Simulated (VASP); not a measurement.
# Hg (Im-3m) in VASP: a series of runs

The runs below take Hg through single point, with r2SCAN.

All numbers are computed with VASP 6.6.1; they aren't measurements. Logs are shortened: lines on timing, memory, paths and dates and some standing lists are left out, and cuts for length are marked.

### Step 1. The cell of the first run

Symmetry: Im-3m, No. 229, cubic system. The conventional cell has a = 3.829 Å, b = 3.829 Å, c = 3.829 Å, α = 90.00°, β = 90.00°, γ = 90.00°. Hg (site symmetry m-3m) has 14 Hg at 3.32 to 3.83 Å within 4.4 Å.

### Step 2. Single point, r2SCAN, non-collinear spin, zero start, spin-orbit coupling (volume scaled by 1.05)

Contents of POSCAR:

```
Hg
1.0
   -1.9145272570      1.9145272570      1.9145272570
    1.9145272570     -1.9145272570      1.9145272570
    1.9145272570      1.9145272570     -1.9145272570
Hg
1
Direct
    0.0000000000      0.0000000000      0.0000000000
```

Contents of INCAR.step1:

```
SYSTEM = Hg
ALGO = Normal
EDIFF = 1E-4
ENCUT = 520
GGA = PE
GGA_COMPAT = .FALSE.
ISMEAR = 0
LASPH = .TRUE.
LCHARG = .FALSE.
LNONCOLLINEAR = .TRUE.
LREAL = .FALSE.
LSORBIT = .TRUE.
LWAVE = .TRUE.
MAGMOM = 0 0 0
NBANDS = 23
NELM = 150
PREC = Accurate
SIGMA = 0.05
```

Contents of INCAR.step2:

```
SYSTEM = Hg
ALGO = Normal
EDIFF = 1E-7
ENCUT = 520
GGA_COMPAT = .FALSE.
ISIF = 2
ISMEAR = 0
ISTART = 1
LASPH = .TRUE.
LCHARG = .FALSE.
LMIXTAU = .TRUE.
LNONCOLLINEAR = .TRUE.
LORBIT = 11
LORBMOM = .TRUE.
LREAL = .FALSE.
LSORBIT = .TRUE.
LWAVE = .FALSE.
MAGMOM = 0 0 0
METAGGA = R2SCAN
NBANDS = 23
NELM = 150
PREC = Accurate
SIGMA = 0.05
```

Contents of KPOINTS:

```
k-points
0
G
  8 8 8
  0 0 0
```

Potentials or basis: VASP PAW PBE potentials, release 64 (Hg).

On the command line:

```bash
cat potpaw_PBE.64/Hg/POTCAR > POTCAR
cp INCAR.step1 INCAR
mpirun -np 1 vasp_ncl > vasp.out
cp INCAR.step2 INCAR
mpirun -np 1 vasp_ncl > vasp.out
```

OUTCAR:

```text
SYSTEM = Hg
   EDIFF = 1E-7
   ENCUT = 520
   ISIF = 2
   ISMEAR = 0
   ISTART = 1
   LASPH = .TRUE.
   LNONCOLLINEAR = .TRUE.
   LORBIT = 11
   LREAL = .FALSE.
   LSORBIT = .TRUE.
   METAGGA = R2SCAN
   NELM = 150
   PREC = Accurate

 ion  position               nearest neighbor table
   1  0.000  0.000  0.000-

  LATTYP: Found a body centered cubic cell.
 ALAT       =     3.8290545140

  Lattice vectors:

 A1 = (  -1.9145272570,   1.9145272570,   1.9145272570)
 A2 = (   1.9145272570,  -1.9145272570,   1.9145272570)
 A3 = (   1.9145272570,   1.9145272570,  -1.9145272570)

Analysis of symmetry for initial positions (statically):
=====================================================================
 Subroutine PRICEL returns:
 Original cell was already a primitive cell.

 Routine SETGRP: Setting up the symmetry group for a
 body centered cubic supercell.

 Subroutine GETGRP returns: Found 48 space group operations
 (whereof 48 operations were pure point group operations)
 out of a pool of 48 trial point group operations.

The static configuration has the point symmetry O_h .

Analysis of symmetry for dynamics (positions and initial velocities):
=====================================================================
 Subroutine PRICEL returns:
 Original cell was already a primitive cell.

 Routine SETGRP: Setting up the symmetry group for a
 body centered cubic supercell.

 Subroutine GETGRP returns: Found 48 space group operations
 (whereof 48 operations were pure point group operations)
 out of a pool of 48 trial point group operations.

The dynamic configuration has the point symmetry O_h .

Analysis of structural, dynamic, and magnetic symmetry:
=====================================================================
 Subroutine PRICEL returns:
 Original cell was already a primitive cell.

 Routine SETGRP: Setting up the symmetry group for a
 body centered cubic supercell.

 Subroutine GETGRP returns: Found 48 space group operations
 (whereof 48 operations were pure point group operations)
 out of a pool of 48 trial point group operations.

The overall configuration has the point symmetry O_h .

 Subroutine INISYM returns: Found 48 space group operations
 (whereof 48 operations are pure point group operations),
 and found     1 'primitive' translations

----------------------------------------------------------------------------------------

                                     Primitive cell

  volume of cell :      28.0701

  direct lattice vectors                    reciprocal lattice vectors
    -1.914527257  1.914527257  1.914527257     0.000000000  0.261161077  0.261161077
     1.914527257 -1.914527257  1.914527257     0.261161077  0.000000000  0.261161077
     1.914527257  1.914527257 -1.914527257     0.261161077  0.261161077  0.000000000

  length of vectors
     3.316058482  3.316058482  3.316058482     0.369337537  0.369337537  0.369337537

  position of ions in fractional coordinates (direct lattice)
     0.000000000  0.000000000  0.000000000

  ion indices of the primitive-cell ions
   primitive index   ion index
                 1           1

----------------------------------------------------------------------------------------

 KPOINTS: k-points

Automatic generation of k-mesh.
 Grid dimensions read from file:
 generate k-points for:    8    8    8

 Generating k-lattice:

  Cartesian coordinates                     Fractional coordinates (reciprocal lattice)
     0.000000000  0.032645135  0.032645135     0.125000000  0.000000000  0.000000000
     0.032645135  0.000000000  0.032645135     0.000000000  0.125000000  0.000000000
     0.032645135  0.032645135  0.000000000     0.000000000  0.000000000  0.125000000

  Length of vectors
     0.046167192  0.046167192  0.046167192

  Shift w.r.t. Gamma in fractional coordinates (k-lattice)
     0.000000000  0.000000000  0.000000000

 Subroutine IBZKPT returns following result:
[... 43 lines left out ...]
   ISPIN  =      1    spin polarized calculation?
   LNONCOLLINEAR =      T non collinear calculations
   LSORBIT =      T    spin-orbit coupling
   LASPH  =      T    aspherical Exc in radial PAW
   ENCUT  =  520.0 eV  38.22 Ry    6.18 a.u.   6.17  6.17  6.17*2*pi/ulx,y,z
   NELM   =    150;   NELMIN=  2; NELMDL=  0     # of ELM steps
   EDIFF  = 0.1E-06   stopping-criterion for ELM
   LREAL  =      F    real-space projection
   EDIFFG = 0.1E-05   stopping-criterion for IOM
   NSW    =      0    number of steps for IOM
   IBRION =     -1    ionic relax: 0-MD 1-quasi-New 2-CG
   NFREE  =      0    steps in history (QN), initial steepest desc. (CG)
   ISIF   =      2    stress and relaxation
   ISYM   =      2    0-nonsym 1-usesym 2-fastsym
   POTIM  = 0.5000    time-step for ionic-motion
   TEBEG  =    0.0;   TEEND  =   0.0 temperature during run
   PSTRESS=    0.0 pullay stress
   NELECT =      12.0000    total number of electrons
   NUPDOWN=      -1.0000    fix difference up-down
   EMIN   =  10.00;   EMAX   =-10.00  energy-range for DOS
   EFERMI =   0.00;   METHOD = LEGACY
   ISMEAR =     0;   SIGMA  =   0.05  broadening in eV -4-tet -1-fermi 0-gaus
   EFERMI_NEDOS =   21; number of points for ismear=-14 and -15
   IALGO  =     38    algorithm
   IMIX   =      4    mixing-type and parameters
     AMIX     =   0.40;   BMIX     =  1.00
     AMIX_MAG =   1.60;   BMIX_MAG =  1.00
  volume/ion in A,a.u.               =      28.07       189.43
  Fermi-wavevector in a.u.,A,eV,Ry     =   1.233257  2.330518 20.693421  1.520924
  Thomas-Fermi vector in A             =   2.367995
   LORBIT       =     11    0 simple, 1 ext, 2 COOP (PROOUT), +10 PAW based schemes
   METAGGA = R2SCAN    functional components
   LHFCALC =     F    Hartree Fock is set to
   AEXX    =    0.0000 exact exchange contribution
   IVDW    =     0    specifies the selected vdW correction
   LEPSILON=     F    determine dielectric tensor
   LRPA    =     F    only Hartree local field effects (RPA)
 Gauss-broadening in eV      SIGMA  =   0.05
  energy-cutoff  :      520.00
  volume of cell :       28.07
 maximum number of plane-waves:      1534
 NGX is ok and might be reduce to    28
   NGX = 13   NGY = 13   NGZ = 13

 number of electron      12.0000002 magnetization       0.0000000     -0.0000000     -0.0000000

 number of electron      12.0000002 magnetization      -0.0000000      0.0000000      0.0000000

 number of electron      12.0000002 magnetization       0.0000000      0.0000000      0.0000000

 number of electron      12.0000002 magnetization      -0.0000000     -0.0000000     -0.0000000

 Free energy of the ion-electron system (eV)
  ---------------------------------------------------
  ext. energy  EPLUGINS =         0.00000000
  ---------------------------------------------------
  free energy    TOTEN  =       -49.59684020 eV

  energy without entropy =      -49.59619352  energy(sigma->0) =      -49.59651686

 E-fermi :   1.3047     XC(G=0): -10.4486

 val. band max:        1.2972535601   @ k =   0.5000   0.5000   0.1250
 cond. band min:       1.8656999245   @ k =   0.5000   0.5000   0.3750
 fundamental gap:      0.5684463644
 Fermi energy:         1.3046933273

 k-point     1 :       0.0000    0.0000    0.0000
  band No.  band energies     occupation
      1      -6.5412      1.00000
      2      -6.5412      1.00000
      3      -6.5222      1.00000
      4      -6.5222      1.00000
      5      -6.5222      1.00000
      6      -6.5222      1.00000
[... 613 lines left out ...]
     22      17.5851      0.00000
     23      20.1967      0.00000

 [... further k-points ...]
[... 5 lines left out ...]
  --------------------------------------------------------------------------------------
  -------------------------------------------------------------------------------------
  Total       -0.2366543     -0.2366543     -0.2366543      0.0000000      0.0000000      0.0000000
  in kB      -13.5076681    -13.5076681    -13.5076681      0.0000000      0.0000000      0.0000000
  external PRESSURE =     -13.5076681 kB  Pullay stress =       0.0000000 kB

 VOLUME and BASIS-vectors are now :
 -----------------------------------------------------------------------------
  energy-cutoff  :      520.00
  volume of cell :       28.07
      direct lattice vectors                 reciprocal lattice vectors
    -1.914527257  1.914527257  1.914527257     0.000000000  0.261161077  0.261161077
     1.914527257 -1.914527257  1.914527257     0.261161077  0.000000000  0.261161077
     1.914527257  1.914527257 -1.914527257     0.261161077  0.261161077  0.000000000

 POSITION                                       TOTAL-FORCE (eV/Angst)
 -----------------------------------------------------------------------------------
      0.00000      0.00000      0.00000         0.000000     -0.000000     -0.000000
 -----------------------------------------------------------------------------------
    total drift:                               -0.000000     -0.000000     -0.000000

  FREE ENERGIE OF THE ION-ELECTRON SYSTEM (eV)
  ---------------------------------------------------
  free  energy   TOTEN  =       -49.5968402003 eV

  energy  without entropy=      -49.5961935179  energy(sigma->0) =      -49.59651686

 orbital moment (x)

 # of ion     p       d       tot
 ----------------------------------------
  1         0.000  -0.000  -0.000
 ----------------------------------------
            0.000  -0.000  -0.000

 orbital moment (y)

 # of ion     p       d       tot
 ----------------------------------------
  1         0.000   0.000   0.000
 ----------------------------------------
            0.000   0.000   0.000

 orbital moment (z)

 # of ion     p       d       tot
 ----------------------------------------
  1         0.000   0.000   0.000
 ----------------------------------------
            0.000   0.000   0.000

 Spin-Orbit-Coupling matrix elements

 Ion:    1  E_soc:     -0.4526235
 l=   1
     0.0000000    -0.0095553    -0.0095553
    -0.0095553     0.0000000    -0.0095553
    -0.0095553    -0.0095553     0.0000000
 l=   2
     0.0000000    -0.0134989     0.0000000    -0.0134989    -0.0523830
    -0.0134989     0.0000000    -0.0392873    -0.0134989    -0.0130958
     0.0000000    -0.0392873     0.0000000    -0.0392873     0.0000000
    -0.0134989    -0.0134989    -0.0392873     0.0000000    -0.0130958
    -0.0523830    -0.0130958     0.0000000    -0.0130958     0.0000000
 l=   3
     0.0000000     0.0000000     0.0000000     0.0000000     0.0000000     0.0000000     0.0000000
     0.0000000     0.0000000     0.0000000     0.0000000     0.0000000     0.0000000     0.0000000
     0.0000000     0.0000000     0.0000000     0.0000000     0.0000000     0.0000000     0.0000000
     0.0000000     0.0000000     0.0000000     0.0000000     0.0000000     0.0000000     0.0000000
     0.0000000     0.0000000     0.0000000     0.0000000     0.0000000     0.0000000     0.0000000
     0.0000000     0.0000000     0.0000000     0.0000000     0.0000000     0.0000000     0.0000000
     0.0000000     0.0000000     0.0000000     0.0000000     0.0000000     0.0000000     0.0000000

 total charge

# of ion       s       p       d       tot
------------------------------------------
    1        0.963   0.136   9.340  10.439

 magnetization (x)

# of ion       s       p       d       tot
------------------------------------------
    1        0.000  -0.000   0.000  -0.000

 magnetization (y)

# of ion       s       p       d       tot
------------------------------------------
    1       -0.000   0.000   0.000  -0.000

 magnetization (z)

# of ion       s       p       d       tot
------------------------------------------
    1       -0.000   0.000   0.000  -0.000
```

Run time: 9.8 min. Hardware: 1 thread of Intel Xeon 8259CL, shared host; peak memory 0.28 GiB.

Results:

- Free energy: -49.5968 eV
- Pressure: -1.4 GPa
- Net moment: 0.00 μB per cell
- Valence electrons inside the program's atomic spheres: Hg 10.44

Moments on the atoms (μB; x, y, z):
```
Hg  0.00 0.00 0.00
```

Caveat: the cell differs from its parent crystal (volume scaled by 1.05); the PAW data sets were made with another functional, which shifts forces and pressure a little.

### Step 3. Single point, r2SCAN, non-collinear spin, zero start, spin-orbit coupling

This run uses another cell than the first one, of 26.73 Å³/atom, 0.952 times its volume.

Contents of POSCAR:

```
Hg
1.0
   -1.8836423844      1.8836423844      1.8836423844
    1.8836423844     -1.8836423844      1.8836423844
    1.8836423844      1.8836423844     -1.8836423844
Hg
1
Direct
    0.0000000000      0.0000000000      0.0000000000
```

Contents of INCAR.step1:

```
PREC = Accurate ; ENCUT = 520
ISMEAR = 0 ; SIGMA = 0.05
LREAL = F ; LASPH = T
NELM = 150 ; MAGMOM = 0 0 0
LSORBIT = T ; GGA_COMPAT = F
NBANDS = 23 ; GGA = PE
ALGO = Normal ; EDIFF = 1E-4
LWAVE = T ; LCHARG = F
```

Contents of INCAR.step2:

```
PREC = Accurate ; ENCUT = 520
EDIFF = 1E-6 ; ISMEAR = 0
SIGMA = 0.05 ; LREAL = F
LASPH = T ; NELM = 150
ALGO = Normal ; ISIF = 2
LWAVE = F ; LCHARG = F
MAGMOM = 0 0 0 ; LORBIT = 11
LSORBIT = T ; GGA_COMPAT = F
LORBMOM = T ; METAGGA = R2SCAN
LMIXTAU = T ; NBANDS = 23
ISTART = 1
```

Contents of KPOINTS:

```
regular mesh
0
Gamma
  10 10 10
```

Potentials or basis: VASP PAW PBE potentials, release 64 (Hg).

On the command line:

```bash
cat potpaw_PBE.64/Hg/POTCAR > POTCAR
cp INCAR.step1 INCAR
mpirun -np 1 vasp_ncl > vasp.out
cp INCAR.step2 INCAR
mpirun -np 1 vasp_ncl > vasp.out
```

OUTCAR:

```text
PREC = Accurate
   ENCUT = 520
   EDIFF = 1E-6
   ISMEAR = 0
   LREAL = F
   LASPH = T
   NELM = 150
   ISIF = 2
   LORBIT = 11
   LSORBIT = T
   METAGGA = R2SCAN
   ISTART = 1

 ion  position               nearest neighbor table
   1  0.000  0.000  0.000-

  LATTYP: Found a body centered cubic cell.
 ALAT       =     3.7672847688

  Lattice vectors:

 A1 = (  -1.8836423844,   1.8836423844,   1.8836423844)
 A2 = (   1.8836423844,  -1.8836423844,   1.8836423844)
 A3 = (   1.8836423844,   1.8836423844,  -1.8836423844)

Analysis of symmetry for initial positions (statically):
=====================================================================
 Subroutine PRICEL returns:
 Original cell was already a primitive cell.

[... 870 lines left out ...]
            0.000   0.000   0.000

 Spin-Orbit-Coupling matrix elements

 Ion:    1  E_soc:     -0.4609812
 l=   1
     0.0000000    -0.0106402    -0.0106402
    -0.0106402     0.0000000    -0.0106402
    -0.0106402    -0.0106402     0.0000000
 l=   2
     0.0000000    -0.0136205     0.0000000    -0.0136205    -0.0525695
    -0.0136205     0.0000000    -0.0394271    -0.0136205    -0.0131424
     0.0000000    -0.0394271     0.0000000    -0.0394271     0.0000000
    -0.0136205    -0.0136205    -0.0394271     0.0000000    -0.0131424
    -0.0525695    -0.0131424     0.0000000    -0.0131424     0.0000000
 l=   3
     0.0000000     0.0000000     0.0000000     0.0000000     0.0000000     0.0000000     0.0000000
     0.0000000     0.0000000     0.0000000     0.0000000     0.0000000     0.0000000     0.0000000
     0.0000000     0.0000000     0.0000000     0.0000000     0.0000000     0.0000000     0.0000000
     0.0000000     0.0000000     0.0000000     0.0000000     0.0000000     0.0000000     0.0000000
     0.0000000     0.0000000     0.0000000     0.0000000     0.0000000     0.0000000     0.0000000
     0.0000000     0.0000000     0.0000000     0.0000000     0.0000000     0.0000000     0.0000000
     0.0000000     0.0000000     0.0000000     0.0000000     0.0000000     0.0000000     0.0000000

 total charge

# of ion       s       p       d       tot
------------------------------------------
    1        0.965   0.152   9.337  10.455

 magnetization (x)

# of ion       s       p       d       tot
------------------------------------------
    1       -0.000  -0.000  -0.000  -0.000

 magnetization (y)

# of ion       s       p       d       tot
------------------------------------------
    1        0.000   0.000  -0.000   0.000

 magnetization (z)

# of ion       s       p       d       tot
------------------------------------------
    1        0.000   0.000  -0.000  -0.000
```

Run time: 5.6 min. Hardware: 1 thread of Intel Xeon 8259CL, shared host; peak memory 0.24 GiB.

What came out:

| Item | Value |
| --- | --- |
| Free energy | -49.5904 eV |
| Pressure | 0.1 GPa |
| Net moment | 0.00 μB per cell |
| Valence electrons inside the program's atomic spheres | Hg 10.46 |

Moments on the atoms (μB; x, y, z):
```
Hg  0.00 0.00 0.00
```

Caveat: the PAW data sets were made with another functional, which shifts forces and pressure a little.
